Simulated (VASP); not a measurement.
# Pd (P6_3/mmc) in VASP: single point with PBE

Aim: the single point of Pd with PBE.

Program: VASP 6.6.1. These are calculated values, not measurements. Logs are shortened: lines on timing, memory, paths and dates and some standing lists are left out, and cuts for length are marked.

## Step 1: The cell of the first run

Symmetry: P6_3/mmc, No. 194, hexagonal system. Conventional cell: a = 2.784 Å, b = 2.784 Å, c = 4.629 Å, α = 90.00°, β = 90.00°, γ = 120.00°. Pd (site symmetry -6m2) has 12 Pd at 2.78 to 2.82 Å within 3.7 Å.

This isn't the form of Pd at room conditions, which is fcc.

## Step 2: Single point, PBE, collinear spin

Input file INCAR:

```
SYSTEM = Pd
PREC = Accurate
ENCUT = 500
EDIFF = 1E-6
ISMEAR = 0
SIGMA = 0.1
LREAL = .False.
LASPH = .True.
NELM = 300
ALGO = All
ISIF = 2
LWAVE = .False.
LCHARG = .False.
ISPIN = 2
MAGMOM = 0.43 0.43
LORBIT = 11
LMAXMIX = 4
GGA = PE
NBANDS = 21
ISYM = 0
GGA_COMPAT = .False.
ISEARCH = 1
KPAR = 4
```

Input file KPOINTS:

```
Automatic mesh
0
Gamma
  6 1 2
  0 0 0
```

Input file POSCAR:

```
Pd
1.0
    2.7836650458      0.0000000000      0.0000000000
   -1.3918325229      2.4107246453      0.0000000000
    0.0000000000      0.0000000000      4.6288930000
Pd
2
Direct
    0.6666666667      0.3333333333      0.7500000000
    0.3333333333      0.6666666667      0.2500000000
```

Potentials or basis: VASP PAW PBE potentials, release 64 (Pd).

Run with:

```console
$ cat potpaw_PBE.64/Pd/POTCAR > POTCAR
$ mpirun -np 4 vasp_std > vasp.out
```

OUTCAR:

```text
SYSTEM = Pd
   PREC = Accurate
   ENCUT = 500
   EDIFF = 1E-6
   ISMEAR = 0
   LREAL = .False.
   LASPH = .True.
   NELM = 300
   ISIF = 2
   ISPIN = 2
   LORBIT = 11
   GGA = PE
   ISYM = 0

 ion  position               nearest neighbor table
   1  0.667  0.333  0.750-   2 2.82   2 2.82   2 2.82   2 2.82   2 2.82   2 2.82
   2  0.333  0.667  0.250-   1 2.82   1 2.82   1 2.82   1 2.82   1 2.82   1 2.82

IMPORTANT INFORMATION: All symmetrisations will be switched off!
NOSYMM: (Re-)initialisation of all symmetry stuff for point group C_1.

----------------------------------------------------------------------------------------

                                     Primitive cell

  volume of cell :      31.0629

  direct lattice vectors                    reciprocal lattice vectors
     2.783665046  0.000000000  0.000000000     0.359238624  0.207406516  0.000000000
    -1.391832523  2.410724645  0.000000000     0.000000000  0.414813032  0.000000000
     0.000000000  0.000000000  4.628893000     0.000000000  0.000000000  0.216034374

  length of vectors
     2.783665046  2.783665046  4.628893000     0.414813032  0.414813032  0.216034374

  position of ions in fractional coordinates (direct lattice)
     0.666666667  0.333333333  0.750000000
     0.333333333  0.666666667  0.250000000

  ion indices of the primitive-cell ions
   primitive index   ion index
                 1           1
                 2           2

----------------------------------------------------------------------------------------

 KPOINTS: Automatic mesh

Automatic generation of k-mesh.
 Grid dimensions read from file:
 generate k-points for:    6    1    2

 Generating k-lattice:

  Cartesian coordinates                     Fractional coordinates (reciprocal lattice)
     0.059873104  0.034567753  0.000000000     0.166666667  0.000000000  0.000000000
     0.000000000  0.414813032  0.000000000     0.000000000  1.000000000  0.000000000
     0.000000000  0.000000000  0.108017187     0.000000000  0.000000000  0.500000000

  Length of vectors
     0.069135505  0.414813032  0.108017187

  Shift w.r.t. Gamma in fractional coordinates (k-lattice)
     0.000000000  0.000000000  0.000000000

 -----------------------------------------------------------------------------
|                                                                             |
|           W    W    AA    RRRRR   N    N  II  N    N   GGGG   !!!           |
|           W    W   A  A   R    R  NN   N  II  NN   N  G    G  !!!           |
|           W    W  A    A  R    R  N N  N  II  N N  N  G       !!!           |
|           W WW W  AAAAAA  RRRRR   N  N N  II  N  N N  G  GGG   !            |
|           WW  WW  A    A  R   R   N   NN  II  N   NN  G    G                |
|           W    W  A    A  R    R  N    N  II  N    N   GGGG   !!!           |
|                                                                             |
|     Your reciprocal lattice and k-lattice belong to different lattice       |
|     classes:                                                                |
|                                                                             |
|        The reciprocal lattice is hexagonal,                                 |
|        whereas your k-lattice is simple orthorhombic.                       |
|                                                                             |
|     Results are often still useful ...                                      |
|                                                                             |
 -----------------------------------------------------------------------------

 WARNING: IBZKPT: internal override: KBLOWUP is changed to .FALSE.
      ... skipping the blow-up phase ...

 Subroutine IBZKPT returns following result:
 ===========================================

 Found      8 irreducible k-points:

 Following reciprocal coordinates:
            Coordinates               Weight
  0.000000  0.000000  0.000000      1.000000
  0.166667  0.000000  0.000000      2.000000
  0.333333  0.000000  0.000000      2.000000
  0.500000  0.000000  0.000000      1.000000
  0.000000  0.000000  0.500000      1.000000
  0.166667  0.000000  0.500000      2.000000
  0.333333  0.000000  0.500000      2.000000
  0.500000  0.000000  0.500000      1.000000
   k-points           NKPTS =      8   k-points in BZ     NKDIM =      8   number of bands    NBANDS=     21
   number of dos      NEDOS =    301   number of ions     NIONS =      2
   total plane-waves  NPLWV =  14400
   dimension x,y,z NGX =    20 NGY =   20 NGZ =   36
   dimension x,y,z NGXF=    40 NGYF=   40 NGZF=   72
   ions per type =               2
   NGX,Y,Z   is equivalent  to a cutoff of  11.94, 11.94, 12.93 a.u.
   NGXF,Y,Z  is equivalent  to a cutoff of  23.89, 23.89, 25.86 a.u.
 SYSTEM =  Pd
   PREC   = accura    normal or accurate (medium, high low for compatibility)
   ISTART =      0    job   : 0-new  1-cont  2-samecut
   ICHARG =      2    charge: 1-file 2-atom 10-const
   ISPIN  =      2    spin polarized calculation?
   LNONCOLLINEAR =      F non collinear calculations
   LSORBIT =      F    spin-orbit coupling
   LASPH  =      T    aspherical Exc in radial PAW
   ENCUT  =  500.0 eV  36.75 Ry    6.06 a.u.   5.08  5.08  8.44*2*pi/ulx,y,z
   NELM   =    300;   NELMIN=  2; NELMDL= -5     # of ELM steps
   EDIFF  = 0.1E-05   stopping-criterion for ELM
   LREAL  =      F    real-space projection
   EDIFFG = 0.1E-04   stopping-criterion for IOM
   NSW    =      0    number of steps for IOM
   IBRION =     -1    ionic relax: 0-MD 1-quasi-New 2-CG
   NFREE  =      0    steps in history (QN), initial steepest desc. (CG)
   ISIF   =      2    stress and relaxation
   ISYM   =      0    0-nonsym 1-usesym 2-fastsym
   POTIM  = 0.5000    time-step for ionic-motion
   TEBEG  =    0.0;   TEEND  =   0.0 temperature during run
   PSTRESS=    0.0 pullay stress
   NELECT =      20.0000    total number of electrons
   NUPDOWN=      -1.0000    fix difference up-down
   EMIN   =  10.00;   EMAX   =-10.00  energy-range for DOS
   EFERMI =   0.00;   METHOD = LEGACY
   ISMEAR =     0;   SIGMA  =   0.10  broadening in eV -4-tet -1-fermi 0-gaus
   EFERMI_NEDOS =   21; number of points for ismear=-14 and -15
   IALGO  =     58    algorithm
   IMIX   =      4    mixing-type and parameters
     AMIX     =   0.40;   BMIX     =  1.00
     AMIX_MAG =   1.60;   BMIX_MAG =  1.00
  volume/ion in A,a.u.               =      15.53       104.81
  Fermi-wavevector in a.u.,A,eV,Ry     =   1.413636  2.671385 27.189429  1.998367
  Thomas-Fermi vector in A             =   2.535261
   LORBIT       =     11    0 simple, 1 ext, 2 COOP (PROOUT), +10 PAW based schemes
   GGA     = PE    functional components
   LHFCALC =     F    Hartree Fock is set to
   AEXX    =    0.0000 exact exchange contribution
   IVDW    =     0    specifies the selected vdW correction
   LEPSILON=     F    determine dielectric tensor
   LRPA    =     F    only Hartree local field effects (RPA)
 spin polarized calculation
 Gauss-broadening in eV      SIGMA  =   0.10
  energy-cutoff  :      500.00
  volume of cell :       31.06
 maximum number of plane-waves:       799
   NGX = 11   NGY = 11   NGZ = 17

 number of electron      20.0000004 magnetization       1.8331828

 Free energy of the ion-electron system (eV)
  ---------------------------------------------------
  ext. energy  EPLUGINS =         0.00000000
  ---------------------------------------------------
  free energy    TOTEN  =       -12.36960130 eV

  energy without entropy =      -12.35104495  energy(sigma->0) =      -12.36032312

 E-fermi :   8.6545     XC(G=0): -12.8807

 val. band max:        8.6142303719   @ k =   0.3333   0.0000   0.0000
 cond. band min:       8.7088869853   @ k =   0.0000   0.0000   0.0000
 fundamental gap:      0.0946566134
 Fermi energy:         8.6544843597

 spin component 1

 k-point     1 :       0.0000    0.0000    0.0000
  band No.  band energies     occupation
      1       2.1371      1.00000
      2       3.8009      1.00000
      3       5.7952      1.00000
      4       5.8179      1.00000
      5       6.1310      1.00000
      6       6.1913      1.00000
[... 13 lines left out ...]
     20      33.0088      0.00000
     21      33.1283      0.00000

 k-point     2 :       0.1667    0.0000    0.0000
  band No.  band energies     occupation
      1       2.9617      1.00000
      2       4.3434      1.00000
      3       5.5759      1.00000
      4       5.9756      1.00000
      5       6.2840      1.00000
      6       6.3484      1.00000
[... 136 lines left out ...]
 k-point     8 :       0.5000    0.0000    0.5000
  band No.  band energies     occupation
      1       3.8577      1.00000
      2       3.8578      1.00000
      3       4.8721      1.00000
      4       4.8724      1.00000
      5       6.9487      1.00000
      6       6.9492      1.00000
[... 13 lines left out ...]
     20      28.8247      0.00000
     21      32.3145      0.00000
 Fermi energy:         8.6544843597

 spin component 2

 k-point     1 :       0.0000    0.0000    0.0000
  band No.  band energies     occupation
      1       2.2583      1.00000
      2       4.1112      1.00000
      3       6.2305      1.00000
      4       6.5462      1.00000
      5       6.7777      1.00000
      6       6.8812      1.00000
[... 13 lines left out ...]
     20      33.1214      0.00000
     21      33.3289      0.00000

 k-point     2 :       0.1667    0.0000    0.0000
  band No.  band energies     occupation
      1       3.0891      1.00000
      2       4.6600      1.00000
      3       5.9361      1.00000
      4       6.5238      1.00000
      5       6.6286      1.00000
      6       6.8706      1.00000
[... 136 lines left out ...]
 k-point     8 :       0.5000    0.0000    0.5000
  band No.  band energies     occupation
      1       4.2486      1.00000
      2       4.2486      1.00000
      3       5.2326      1.00000
      4       5.2328      1.00000
      5       7.8088      1.00000
      6       7.8092      1.00000
[... 13 lines left out ...]
     20      28.8982      0.00000
     21      32.5037      0.00000

------------------------ aborting loop because EDIFF is reached ----------------------------------------

  FORCE on cell =-STRESS in cart. coord.  units (eV):
  Direction    XX          YY          ZZ          XY          YZ          ZX
  --------------------------------------------------------------------------------------
  -------------------------------------------------------------------------------------
  Total       -0.1427385     -1.8072140     -1.4446005      1.4414425      0.0000078      0.0000096
  in kB       -7.3622416    -93.2134197    -74.5103550     74.3474680      0.0004041      0.0004936
  external PRESSURE =     -58.3620054 kB  Pullay stress =       0.0000000 kB

 VOLUME and BASIS-vectors are now :
 -----------------------------------------------------------------------------
  energy-cutoff  :      500.00
  volume of cell :       31.06
      direct lattice vectors                 reciprocal lattice vectors
     2.783665046  0.000000000  0.000000000     0.359238624  0.207406516  0.000000000
    -1.391832523  2.410724645  0.000000000     0.000000000  0.414813032  0.000000000
     0.000000000  0.000000000  4.628893000     0.000000000  0.000000000  0.216034374

 POSITION                                       TOTAL-FORCE (eV/Angst)
 -----------------------------------------------------------------------------------
      1.39183      0.80357      3.47167        -0.166753     -0.096270      0.000051
     -0.00000      1.60715      1.15722         0.166753      0.096270     -0.000051
 -----------------------------------------------------------------------------------
    total drift:                                0.000007      0.000004      0.000057

  FREE ENERGIE OF THE ION-ELECTRON SYSTEM (eV)
  ---------------------------------------------------
  free  energy   TOTEN  =       -12.3696013009 eV

  energy  without entropy=      -12.3510570830  energy(sigma->0) =      -12.36032919

 total charge

# of ion       s       p       d       tot
------------------------------------------
    1        0.665   0.355   8.305   9.326
    2        0.665   0.355   8.305   9.326
--------------------------------------------------
tot          1.331   0.711  16.611  18.653

 magnetization (x)

# of ion       s       p       d       tot
------------------------------------------
    1        0.005  -0.006   0.907   0.906
    2        0.005  -0.006   0.906   0.906
--------------------------------------------------
tot          0.010  -0.011   1.813   1.811
```

Wall time 30 s (4 MPI ranks of AMD EPYC 9R45 (Zen 5), shared host); peak memory 0.12 GiB.

What came out:

```
Free energy                                           : -12.3696 eV
Pressure                                              : -5.8 GPa
Largest force                                         : 0.193 eV/Å
Net moment                                            : 1.83 μB per cell
Site moments                                          : Pd +0.91 μB
Valence electrons inside the program's atomic spheres : Pd 9.33
```

Forces on the atoms (eV/Å):
```
Pd  -0.167 -0.096  0.000
Pd   0.167  0.096  0.000
```

Caveat: the k points lie up to 2.26 Å⁻¹ apart, too coarse for converged energies, forces and pressures.
